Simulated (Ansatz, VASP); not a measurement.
# Two plane-wave programs on C

Contents of POSCAR:

```
C
1.0
    0.0000000000      1.9617400000      1.7834000000
    1.9617400000      0.0000000000      1.7834000000
    1.9617400000      1.9617400000      0.0000000000
C
2
Direct
    0.5000000000      0.5000000000      0.5000000000
    0.7500000000      0.7500000000      0.7500000000
```

INCAR.step1

```
SYSTEM = C
PREC = Accurate ; ENCUT = 520
ISMEAR = 0 ; SIGMA = 0.05
LREAL = .FALSE. ; LASPH = .TRUE.
NELM = 100 ; NBANDS = 11
GGA = PE ; ALGO = Normal
EDIFF = 1E-4 ; LWAVE = .TRUE.
LCHARG = .FALSE.
```

File INCAR.step2:

```
SYSTEM = C
PREC = Accurate ; ENCUT = 520
EDIFF = 1E-6 ; ISMEAR = 0
SIGMA = 0.05 ; LREAL = .FALSE.
LASPH = .TRUE. ; NELM = 100
ALGO = Normal ; ISIF = 2
LWAVE = .FALSE. ; LCHARG = .FALSE.
METAGGA = R2SCAN ; LMIXTAU = .TRUE.
NBANDS = 11 ; ISTART = 1
```

Contents of KPOINTS:

```
Automatic mesh
0
G
  12 12 12
  0 0 0
```

Input for Ansatz:

```yaml
crystal:
  lattice:
    - [0.0, 1.96174, 1.7834]
    - [1.96174, 0.0, 1.7834]
    - [1.96174, 1.96174, 0.0]
  atoms:
    - { symbol: C, position: [0.5, 0.5, 0.5] }
    - { symbol: C, position: [0.75, 0.75, 0.75] }
basis:
  ecutwfc: 500
kpoints:
  mp_grid: { grid: [12, 12, 12] }
hamiltonian:
  xc: r2scan
scf:
  occupations: { method: gaussian, width: 0.05 }
output:
  forces: true
  stress: true
  eigenvalues: true
```

Change from the starting cell: strain +0.1000 x Voigt [1, 1, 0, 0, 0, 0], atoms carried along.

Alike in both runs: task single point; functional r2SCAN; k mesh 12 × 12 × 12; occupations gaussian, width 0.05 eV; no spin polarisation.

```csv
,VASP,Ansatz
version,VASP 6.6.1,Ansatz 0.2.0
potentials or method,"VASP PAW PBE potentials, release 64 (C), cutoff 520 eV","scalar-relativistic, plane waves, PAW"
valence electrons in the cell,8,8
```

```tsv
	VASP	Ansatz	Ansatz less VASP
gap on the k mesh at the Fermi level (eV)	1.78	1.80	+0.020
least direct gap on the mesh (eV)	3.83	3.86	+0.030
pressure (GPa)	-60.0	-60.6	-0.59
traceless stress, the component that is largest in VASP (GPa)	44.89	44.96	+0.065
```

VASP's potentials were made for PBE, not for r2SCAN. Both programs put the cell under strong tension, so it lies far from rest at this level.

Noted on VASP's run: the cell as given lies far from equilibrium.
